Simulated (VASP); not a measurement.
A run of VASP 6.6.1 is set up as follows.

File INCAR:

```
  ALGO = Normal
  EDIFF = 1E-6
  ENCUT = 600
  GGA = PE
  GGA_COMPAT = F
  ISIF = 2
  ISMEAR = 0
  LASPH = T
  LCHARG = T
  LELF = T
  LREAL = F
  LVHAR = T
  LWAVE = F
  NBANDS = 12
  NELM = 120
  PREC = Accurate
  SIGMA = 0.1
```

The input KPOINTS:

```
k-points
0
Gamma
  20 20 20
```

The input POSCAR:

```
Cu
1.0
    0.0000000000      1.8143713205      1.8143713205
    1.8143713205      0.0000000000      1.8143713205
    1.8143713205      1.8143713205      0.0000000000
Cu
1
Direct
    0.0000000000      0.0000000000      0.0000000000
```

Potentials or basis: VASP PAW PBE potentials, release 64 (Cu).

Run with:

```console
$ cat potpaw_PBE.64/Cu/POTCAR > POTCAR
$ mpirun -np 1 vasp_std > vasp.out
```

**Question.** What does it give for the pressure?

**Answer.** 0.8 GPa.
